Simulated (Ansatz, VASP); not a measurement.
One calculation of Sc, two programs

```
Sc
1.0
     3.30900    0.00000    0.00000
    -1.65450    2.86568    0.00000
     0.00000    0.00000    5.27330
Sc
2
Direct
  0.33333 0.66667 0.25000
  0.66667 0.33333 0.75000
```

Alike in both runs: task electric field gradients; functional PBE; k mesh 10 × 10 × 6; occupations fermi-dirac, width 0.05 eV; no spin polarisation.

|  | VASP | Ansatz |
| --- | --- | --- |
| version | VASP 6.6.1 | Ansatz 0.2.0 |
| potentials or method | VASP PAW PBE potentials, release 64 (Sc_sv) | plane-wave PAW, scalar-relativistic |
| plane-wave cutoff (eV) | 520 | 420 |
| valence electrons in the cell | 22 | 22 |

|  | VASP | Ansatz | Ansatz less VASP |
| --- | --- | --- | --- |
| pressure (GPa) | -0.7 | -0.7 | -0.03 |
| traceless stress, the component that is largest in VASP (GPa) | -1.10 | -1.10 | -0.002 |
| size of Vzz on the site where it differs most (V/Å²) | 9.4 | 8.8 | -0.58 |
